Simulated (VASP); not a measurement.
# BP (Pm-3m) in VASP: further runs, part 2 of 3

VASP 6.6.1. Earlier steps stand in the parts before.

## (3) Single point, PBEsol

File INCAR:

```
SYSTEM = BP
PREC = Accurate
ENCUT = 500
EDIFF = 1E-6
ISMEAR = -1
SIGMA = 0.02
LREAL = .FALSE.
LASPH = .TRUE.
NELM = 120
ALGO = Normal
ISIF = 2
LWAVE = .FALSE.
LCHARG = .FALSE.
GGA = PS
NBANDS = 11
GGA_COMPAT = .FALSE.
```

File KPOINTS:

```
Automatic mesh
0
G
  4 4 4
  0 0 0
```

File POSCAR:

```
BP
1.0
    2.7080526412      0.0000000000      0.0000000000
    0.0000000000      2.7080526412      0.0000000000
    0.0000000000      0.0000000000      2.7080526412
B P
1 1
Direct
    0.0000000000      0.0000000000      0.0000000000
    0.5000000000      0.5000000000      0.5000000000
```

Potentials or basis: VASP PAW PBE potentials, release 64 (B, P).

Started as:

```bash
$ cat potpaw_PBE.64/B/POTCAR potpaw_PBE.64/P/POTCAR > POTCAR
$ mpirun -np 1 vasp_std > vasp.out
```

OUTCAR:

```text
SYSTEM = BP
   PREC = Accurate
   ENCUT = 500
   EDIFF = 1E-6
   ISMEAR = -1
   LREAL = .FALSE.
   LASPH = .TRUE.
   NELM = 120
   ISIF = 2
   GGA = PS

 ion  position               nearest neighbor table
   1  0.000  0.000  0.000-   2 2.35   2 2.35   2 2.35   2 2.35   2 2.35   2 2.35   2 2.35   2 2.35

   2  0.500  0.500  0.500-   1 2.35   1 2.35   1 2.35   1 2.35   1 2.35   1 2.35   1 2.35   1 2.35

  LATTYP: Found a simple cubic cell.
 ALAT       =     2.7080526412

  Lattice vectors:

 A1 = (   2.7080526412,   0.0000000000,   0.0000000000)
 A2 = (   0.0000000000,   2.7080526412,   0.0000000000)
 A3 = (   0.0000000000,   0.0000000000,   2.7080526412)

Analysis of symmetry for initial positions (statically):
=====================================================================
 Subroutine PRICEL returns:
 Original cell was already a primitive cell.

 Routine SETGRP: Setting up the symmetry group for a
 simple cubic supercell.

 Subroutine GETGRP returns: Found 48 space group operations
 (whereof 48 operations were pure point group operations)
 out of a pool of 48 trial point group operations.

The static configuration has the point symmetry O_h .

Analysis of symmetry for dynamics (positions and initial velocities):
=====================================================================
 Subroutine PRICEL returns:
 Original cell was already a primitive cell.

 Routine SETGRP: Setting up the symmetry group for a
 simple cubic supercell.

 Subroutine GETGRP returns: Found 48 space group operations
 (whereof 48 operations were pure point group operations)
 out of a pool of 48 trial point group operations.

The dynamic configuration has the point symmetry O_h .

 Subroutine INISYM returns: Found 48 space group operations
 (whereof 48 operations are pure point group operations),
 and found     1 'primitive' translations

----------------------------------------------------------------------------------------

                                     Primitive cell

  volume of cell :      19.8596

  direct lattice vectors                    reciprocal lattice vectors
     2.708052641  0.000000000  0.000000000     0.369269040  0.000000000  0.000000000
     0.000000000  2.708052641  0.000000000     0.000000000  0.369269040  0.000000000
     0.000000000  0.000000000  2.708052641     0.000000000  0.000000000  0.369269040

  length of vectors
     2.708052641  2.708052641  2.708052641     0.369269040  0.369269040  0.369269040

  position of ions in fractional coordinates (direct lattice)
     0.000000000  0.000000000  0.000000000
     0.500000000  0.500000000  0.500000000

  ion indices of the primitive-cell ions
   primitive index   ion index
                 1           1
                 2           2

----------------------------------------------------------------------------------------

 KPOINTS: Automatic mesh

Automatic generation of k-mesh.
 Grid dimensions read from file:
 generate k-points for:    4    4    4

 Generating k-lattice:

  Cartesian coordinates                     Fractional coordinates (reciprocal lattice)
     0.092317260  0.000000000  0.000000000     0.250000000  0.000000000  0.000000000
[... 23 lines left out ...]
  0.500000  0.250000  0.250000     12.000000
  0.500000  0.500000  0.250000      6.000000
  0.500000  0.500000  0.500000      1.000000
   k-points           NKPTS =     10   k-points in BZ     NKDIM =     10   number of bands    NBANDS=     11
   number of dos      NEDOS =    301   number of ions     NIONS =      2
   total plane-waves  NPLWV =   8000
   dimension x,y,z NGX =    20 NGY =   20 NGZ =   20
   dimension x,y,z NGXF=    40 NGYF=   40 NGZF=   40
   ions per type =               1   1
   NGX,Y,Z   is equivalent  to a cutoff of  12.28, 12.28, 12.28 a.u.
   NGXF,Y,Z  is equivalent  to a cutoff of  24.56, 24.56, 24.56 a.u.
 SYSTEM =  BP
   PREC   = accura    normal or accurate (medium, high low for compatibility)
   ISTART =      0    job   : 0-new  1-cont  2-samecut
   ICHARG =      2    charge: 1-file 2-atom 10-const
   ISPIN  =      1    spin polarized calculation?
   LNONCOLLINEAR =      F non collinear calculations
   LSORBIT =      F    spin-orbit coupling
   LASPH  =      T    aspherical Exc in radial PAW
   ENCUT  =  500.0 eV  36.75 Ry    6.06 a.u.   4.94  4.94  4.94*2*pi/ulx,y,z
   NELM   =    120;   NELMIN=  2; NELMDL= -5     # of ELM steps
   EDIFF  = 0.1E-05   stopping-criterion for ELM
   LREAL  =      F    real-space projection
   EDIFFG = 0.1E-04   stopping-criterion for IOM
   NSW    =      0    number of steps for IOM
   IBRION =     -1    ionic relax: 0-MD 1-quasi-New 2-CG
   NFREE  =      0    steps in history (QN), initial steepest desc. (CG)
   ISIF   =      2    stress and relaxation
   ISYM   =      2    0-nonsym 1-usesym 2-fastsym
   POTIM  = 0.5000    time-step for ionic-motion
   TEBEG  =    0.0;   TEEND  =   0.0 temperature during run
   PSTRESS=    0.0 pullay stress
   NELECT =       8.0000    total number of electrons
   NUPDOWN=      -1.0000    fix difference up-down
   EMIN   =  10.00;   EMAX   =-10.00  energy-range for DOS
   EFERMI =   0.00;   METHOD = LEGACY
   ISMEAR =    -1;   SIGMA  =   0.02  broadening in eV -4-tet -1-fermi 0-gaus
   EFERMI_NEDOS =   21; number of points for ismear=-14 and -15
   IALGO  =     38    algorithm
   IMIX   =      4    mixing-type and parameters
     AMIX     =   0.40;   BMIX     =  1.00
     AMIX_MAG =   1.60;   BMIX_MAG =  1.00
  volume/ion in A,a.u.               =       9.93        67.01
  Fermi-wavevector in a.u.,A,eV,Ry     =   1.209060  2.284791 19.889340  1.461825
  Thomas-Fermi vector in A             =   2.344649
   LORBIT       =      0    0 simple, 1 ext, 2 COOP (PROOUT), +10 PAW based schemes
   GGA     = PS    functional components
   LHFCALC =     F    Hartree Fock is set to
   AEXX    =    0.0000 exact exchange contribution
   IVDW    =     0    specifies the selected vdW correction
   LEPSILON=     F    determine dielectric tensor
   LRPA    =     F    only Hartree local field effects (RPA)
 non-spin polarized calculation
  energy-cutoff  :      500.00
  volume of cell :       19.86
 maximum number of plane-waves:       518
 NGX is ok and might be reduce to    20
   NGX =  9   NGY =  9   NGZ =  9

 number of electron       7.9999998 magnetization

 Free energy of the ion-electron system (eV)
  ---------------------------------------------------
  ext. energy  EPLUGINS =         0.00000000
  ---------------------------------------------------
  free energy    TOTEN  =       -10.44301687 eV

  energy without entropy =      -10.43963766  energy(sigma->0) =      -10.44132726

 E-fermi :  10.1321     XC(G=0): -12.1941

 val. band max:        9.5239791555   @ k =   0.5000   0.2500   0.2500
 cond. band min:      10.1642843795   @ k =   0.2500   0.0000   0.0000
 fundamental gap:      0.6403052240
 Fermi energy:        10.1320956213

 k-point     1 :       0.0000    0.0000    0.0000
  band No.  band energies     occupation
      1      -7.1124      2.00000
      2       9.0752      2.00000
      3       9.0752      2.00000
      4       9.0752      2.00000
      5      12.5178      0.00000
      6      14.4750      0.00000
      7      14.4750      0.00000
      8      21.1706      0.00000
      9      21.1706      0.00000
     10      21.1706      0.00000
     11      28.1862      0.00000
[... 113 lines left out ...]
 k-point    10 :       0.5000    0.5000    0.5000
  band No.  band energies     occupation
      1       4.5115      2.00000
      2       6.3005      2.00000
      3       6.3005      2.00000
      4       6.3005      2.00000
      5       7.0737      2.00000
      6       7.0737      2.00000
      7       7.0737      2.00000
      8       8.7914      2.00000
      9      31.2574      0.00000
     10      31.2574      0.00000
     11      31.2574      0.00000

------------------------ aborting loop because EDIFF is reached ----------------------------------------

  FORCE on cell =-STRESS in cart. coord.  units (eV):
  Direction    XX          YY          ZZ          XY          YZ          ZX
  --------------------------------------------------------------------------------------
  -------------------------------------------------------------------------------------
  Total       -0.6878734     -0.6878734     -0.6878734     -0.0000000     -0.0000000      0.0000000
  in kB      -55.4942280    -55.4942280    -55.4942280     -0.0000000     -0.0000000      0.0000000
  external PRESSURE =     -55.4942280 kB  Pullay stress =       0.0000000 kB

 VOLUME and BASIS-vectors are now :
 -----------------------------------------------------------------------------
  energy-cutoff  :      500.00
  volume of cell :       19.86
      direct lattice vectors                 reciprocal lattice vectors
     2.708052641  0.000000000  0.000000000     0.369269040  0.000000000  0.000000000
     0.000000000  2.708052641  0.000000000     0.000000000  0.369269040  0.000000000
     0.000000000  0.000000000  2.708052641     0.000000000  0.000000000  0.369269040

 POSITION                                       TOTAL-FORCE (eV/Angst)
 -----------------------------------------------------------------------------------
      0.00000      0.00000      0.00000         0.000000      0.000000      0.000000
      1.35403      1.35403      1.35403         0.000000      0.000000      0.000000
 -----------------------------------------------------------------------------------
    total drift:                                0.000000      0.000000     -0.000000

  FREE ENERGIE OF THE ION-ELECTRON SYSTEM (eV)
  ---------------------------------------------------
  free  energy   TOTEN  =       -10.4430168656 eV

  energy  without entropy=      -10.4396376565  energy(sigma->0) =      -10.44132726
```

It took 3.2 s on 1 thread of AMD EPYC 7R43 (Zen 3), shared host; peak memory 0.08 GiB.

What came out:

```yaml
Free_energy: -10.4430 eV
Pressure: -5.5 GPa
Band_gap_on_the_k_mesh: zero (band 4 reaches 13.15 eV, above the bottom of band 5 at 7.07 eV)
```

Levels at points of the mesh, in eV from the Fermi level:
```csv
k point,band 2,band 3,band 4,band 5,band 6,band 7
"(0.00, 0.00, 0.00)",-1.06,-1.06,-1.06,2.39,4.34,4.34
"(0.50, 0.00, 0.00)",-11.47,3.02,3.02,3.42,3.42,5.23
"(0.50, 0.50, 0.00)",-8.15,-8.15,-5.97,5.31,5.53,8.51
"(0.50, 0.50, 0.50)",-3.83,-3.83,-3.83,-3.06,-3.06,-3.06
```

Caveat: the k points lie up to 0.58 Å⁻¹ apart; the PAW data sets were made with another functional, which shifts forces and pressure a little.

## (4) Single point, PBEsol

File INCAR:

```
SYSTEM = BP
PREC = Accurate ; ENCUT = 500
EDIFF = 1E-6 ; ISMEAR = -1
SIGMA = 0.001 ; LREAL = .False.
LASPH = .True. ; NELM = 120
ALGO = Normal ; ISIF = 2
LWAVE = .False. ; LCHARG = .False.
GGA = PS ; NBANDS = 11
GGA_COMPAT = .False.
```

File KPOINTS:

```
regular mesh
0
Gamma
  6 6 6
  0 0 0
```

POSCAR is that of step 3.

Potentials or basis: VASP PAW PBE potentials, release 64 (B, P).

Started as:

```bash
$ cat potpaw_PBE.64/B/POTCAR potpaw_PBE.64/P/POTCAR > POTCAR
$ mpirun -np 1 vasp_std > vasp.out
```

OUTCAR:

```text
SYSTEM = BP
   PREC = Accurate
   ENCUT = 500
   EDIFF = 1E-6
   ISMEAR = -1
   LREAL = .False.
   LASPH = .True.
   NELM = 120
   ISIF = 2
   GGA = PS

 ion  position               nearest neighbor table
   1  0.000  0.000  0.000-   2 2.35   2 2.35   2 2.35   2 2.35   2 2.35   2 2.35   2 2.35   2 2.35

   2  0.500  0.500  0.500-   1 2.35   1 2.35   1 2.35   1 2.35   1 2.35   1 2.35   1 2.35   1 2.35

  LATTYP: Found a simple cubic cell.
 ALAT       =     2.7080526412

[... 461 lines left out ...]

------------------------ aborting loop because EDIFF is reached ----------------------------------------

  FORCE on cell =-STRESS in cart. coord.  units (eV):
  Direction    XX          YY          ZZ          XY          YZ          ZX
  --------------------------------------------------------------------------------------
  -------------------------------------------------------------------------------------
  Total        0.0795792      0.0795792      0.0795792      0.0000000      0.0000000     -0.0000000
  in kB        6.4200565      6.4200565      6.4200565      0.0000000      0.0000000     -0.0000000
  external PRESSURE =       6.4200565 kB  Pullay stress =       0.0000000 kB

 VOLUME and BASIS-vectors are now :
 -----------------------------------------------------------------------------
  energy-cutoff  :      500.00
  volume of cell :       19.86
      direct lattice vectors                 reciprocal lattice vectors
     2.708052641  0.000000000  0.000000000     0.369269040  0.000000000  0.000000000
     0.000000000  2.708052641  0.000000000     0.000000000  0.369269040  0.000000000
     0.000000000  0.000000000  2.708052641     0.000000000  0.000000000  0.369269040

 POSITION                                       TOTAL-FORCE (eV/Angst)
 -----------------------------------------------------------------------------------
      0.00000      0.00000      0.00000         0.000000      0.000000      0.000000
      1.35403      1.35403      1.35403         0.000000      0.000000      0.000000
 -----------------------------------------------------------------------------------
    total drift:                                0.000000      0.000000     -0.000000

  FREE ENERGIE OF THE ION-ELECTRON SYSTEM (eV)
  ---------------------------------------------------
  free  energy   TOTEN  =       -10.1612792922 eV

  energy  without entropy=      -10.1611630584  energy(sigma->0) =      -10.16122118
```

OSZICAR:

```text
N       E                     dE             d eps       ncg     rms          rms(c)
DAV:   1     0.777242096757E+01    0.77724E+01   -0.38192E+03   440   0.649E+02
DAV:   2    -0.980945014467E+01   -0.17582E+02   -0.16768E+02   589   0.998E+01
DAV:   3    -0.102284686804E+02   -0.41902E+00   -0.39655E+00   541   0.127E+01
[... 15 lines left out ...]
DAV:  19    -0.101613243601E+02   -0.19501E-04   -0.73202E-05   470   0.331E-02    0.592E-02
DAV:  20    -0.101612788812E+02    0.45479E-04   -0.33247E-05   473   0.225E-02    0.719E-03
DAV:  21    -0.101612815400E+02   -0.26588E-05   -0.21317E-06   300   0.661E-03    0.220E-02
DAV:  22    -0.101612787721E+02    0.27678E-05   -0.16756E-06   258   0.542E-03    0.407E-03
DAV:  23    -0.101612792922E+02   -0.52010E-06   -0.44548E-07   241   0.283E-03
   1 F= -.10161279E+02 E0= -.10161221E+02  d E =-.116234E-03
```

It took 8.8 s on 1 thread of AMD EPYC 7R43 (Zen 3), shared host; peak memory 0.08 GiB.

Results:

| Quantity | Value |
| --- | --- |
| Free energy | -10.1613 eV |
| Pressure | 0.6 GPa |
| Band gap on the k mesh | zero (band 4 reaches 13.07 eV, above the bottom of band 5 at 7.02 eV) |

Caveat: the k points lie up to 0.39 Å⁻¹ apart; the PAW data sets were made with another functional, which shifts forces and pressure a little.

(Part 2 of 3 ends here.)
